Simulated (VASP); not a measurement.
Wanted: the native input for a VASP 6.6.1 run.

```
Task                   : single point
Functional             : PBE
Potentials or basis    : VASP PAW PBE potentials, release 64 (Cu)
Cutoff                 : 520 eV
k mesh                 : 22 × 22 × 22
Occupations            : gaussian, width 0.15 eV
Spin                   : no spin polarisation
Dipole correction      : no
Further INCAR settings : ALGO = Normal; EDIFF = 1e-07; NBANDS = 12
```

The structure of Cu lies in POSCAR:

```
Cu
1.0
    0.0000000000      1.8526875000      1.7171250000
    1.8526875000      0.0000000000      1.7171250000
    1.8526875000      1.8526875000      0.0000000000
Cu
1
Direct
    0.0000000000      0.0000000000      0.0000000000
```

This cell differs from its parent crystal: strain +0.025 along x and y, -0.050 along z.

These files were run (other wordings do the same):

INCAR

```
SYSTEM = Cu
PREC = Accurate
ENCUT = 520
EDIFF = 1E-7
ISMEAR = 0
SIGMA = 0.15
LREAL = .FALSE.
LASPH = .TRUE.
NELM = 60
ALGO = Normal
ISIF = 2
LWAVE = .FALSE.
LCHARG = .TRUE.
GGA = PE
LELF = .TRUE.
LVHAR = .TRUE.
NBANDS = 12
```

KPOINTS

```
regular mesh
0
G
  22 22 22
  0 0 0
```

Potentials or basis: VASP PAW PBE potentials, release 64 (Cu).

Launch:

```sh
$ cat potpaw_PBE.64/Cu/POTCAR > POTCAR
$ mpirun -np 1 vasp_std > vasp.out
```

It gave:

```yaml
Pressure: 2.7 GPa
Band_gap_on_the_k_mesh: zero (an odd number of electrons rules out a gap without spin polarisation)
```

Caveat: the cell differs from its parent crystal (strain +0.025 along x and y, -0.050 along z).

Wall time 56 s on 1 thread of AMD EPYC 9R45 96-Core Processor (Zen 5) (shared host), peak memory 0.19 GiB.
